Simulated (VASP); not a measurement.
Runs of VASP 6.6.1 on NaH. The structure is that of space group Pm-3m (No. 221), or close to it. The cells are those of the table. 

```csv
cell,gap on the mesh (eV),pressure (GPa)
"a = 3.022, b = 2.889, c = 2.955 Å, 2 atoms",(a),0.2
"a = 3.066, b = 2.844, c = 2.955 Å, 2 atoms",(b),0.3
"a = 2.999, b = 2.911, c = 2.955 Å, 2 atoms",0.88,0.2
"a = 2.977, b = 2.933, c = 2.955 Å, 2 atoms",0.96,0.2
"a = 2.866, b = 3.044, c = 2.955 Å, 2 atoms",0.73,0.2
```

Alike in all rows: task single point; level PBE; potentials or basis VASP PAW PBE potentials, release 64 (Na_pv, H); no spin polarisation; k mesh 10 × 10 × 10; cutoff (eV) 520; smearing gaussian 0.05 eV.

Fill in the values left out.

(a) 0.81; (b) 0.65.

A k mesh can miss the band edges.
